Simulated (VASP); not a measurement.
WSe2:

```
CELL_PARAMETERS angstrom
3.36576 0.00000 0.00000
-1.68288 2.91484 0.00000
0.00000 0.00000 7.10171
ATOMIC_POSITIONS crystal
W 0.00000 0.00000 0.00000
Se 0.33333 0.66667 0.23577
Se 0.33333 0.66667 0.76423
```

- Program: VASP 6.6.1
- Task: relaxation of cell and atoms
- Functional: PBE
- Dispersion: D3(BJ)
- Potentials or basis: VASP PAW PBE potentials, release 64 (W_sv, Se)
- Cutoff: 600 eV
- k mesh: 12 × 12 × 4
- Occupations: gaussian, width 0.02 eV
- Spin: no spin polarisation

At the start: pressure -4.7 GPa; volume 23.22 Å³/atom.

Question: How do energy, volume and symmetry change on relaxing?

Answer: Over 15 steps the energy falls by 20.9 meV/atom and the volume is 21.76 Å³/atom (-6.3 %); space group P-6m2 (No. 187, to 0.1 Å) before and after.

The path:
```tsv
step	energy change (eV)	largest force (eV/Å)	pressure (GPa)	volume (Å³)
1	0.0000	0.2694	-4.71	69.67
2	0.0685	1.5135	9.58	63.00
3	-0.0472	0.3657	0.14	66.96
4	-0.0601	0.0100	-0.18	66.36
5	-0.0603	0.0467	-0.15	66.43
6	-0.0607	0.0657	0.05	66.23
7	-0.0611	0.1038	0.46	65.86
8	-0.0612	0.0984	0.43	65.84
9	-0.0615	0.0824	0.37	65.78
10	-0.0621	0.0526	0.25	65.66
11	-0.0627	0.0095	0.05	65.42
12	-0.0627	0.0261	-0.01	65.36
13	-0.0628	0.0169	0.02	65.33
14	-0.0628	0.0012	0.07	65.28
15	-0.0628	0.0038	0.07	65.27
```

Final structure:
```cif
data_structure
_symmetry_space_group_name_H-M 'P 1'
_symmetry_Int_Tables_number 1
_cell_length_a 3.2801
_cell_length_b 3.2801
_cell_length_c 7.0050
_cell_angle_alpha 90.000
_cell_angle_beta 90.000
_cell_angle_gamma 120.000
_cell_volume 65.27
loop_
_atom_site_label
_atom_site_type_symbol
_atom_site_fract_x
_atom_site_fract_y
_atom_site_fract_z
_atom_site_occupancy
W1 W 0.00000 0.00000 0.00000 1
Se1 Se 0.33333 0.66667 0.24086 1
Se2 Se 0.33333 0.66667 0.75914 1
```
